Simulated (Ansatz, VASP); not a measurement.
**Two plane-wave programs on W**

File INCAR:

```
PREC = Accurate ; ENCUT = 500
EDIFF = 1E-6 ; ISMEAR = 0
SIGMA = 0.15 ; LREAL = False
LASPH = True ; NELM = 120
ALGO = Normal ; ISIF = 2
LWAVE = False ; LCHARG = True
GGA = PS ; LELF = True
LVHAR = True ; NBANDS = 13
GGA_COMPAT = False
```

Contents of KPOINTS:

```
regular mesh
0
Gamma
  22 22 22
```

The input POSCAR:

```
W
1.0
    0.0000000000      1.9823416969      2.1415237351
    1.9823416969      0.0000000000      2.1415237351
    1.9823416969      1.9823416969      0.0000000000
W
1
Direct
    0.0000000000      0.0000000000      0.0000000000
```

Input for Ansatz:

```yaml
crystal:
  lattice:
    - [0.0, 1.9823416969, 2.1415237351]
    - [1.9823416969, 0.0, 2.1415237351]
    - [1.9823416969, 1.9823416969, 0.0]
  atoms:
    - { symbol: W, position: [0.0, 0.0, 0.0] }
basis:
  ecutwfc: 420
kpoints:
  mp_grid: { grid: [22, 22, 22] }
hamiltonian:
  xc: pbesol
  pseudopotentials: { kind: paw, azcp: { folder: soft_1 } }
scf:
  occupations: { method: gaussian, width: 0.15 }
output:
  forces: true
  stress: true
  eigenvalues: true
```

Alike in both runs: task single point; functional PBEsol; k mesh 22 × 22 × 22; occupations gaussian, width 0.15 eV; no spin polarisation.

```csv
,VASP,Ansatz
version,VASP 6.6.1,Ansatz 0.2.0
potentials or method,"VASP PAW PBE potentials, release 64 (W_sv), cutoff 500 eV","scalar-relativistic, plane waves, PAW"
valence electrons in the cell,14,14
```

|  | VASP | Ansatz | Ansatz less VASP |
| --- | --- | --- | --- |
| gap on the k mesh at the Fermi level (eV) | none | none | - |
| pressure (GPa) | -13.8 | -14.2 | -0.37 |
| traceless stress, the component that is largest in VASP (GPa) | 7.92 | 7.90 | -0.024 |

VASP's potentials were made for PBE, not for PBEsol, and Ansatz warns of the same on its side. A gap of «none» marks a metal or a gap that the smearing closes. With one functional, cell and mesh, what is left measures potentials, basis and numerics.

Spin-orbit coupling is off throughout.
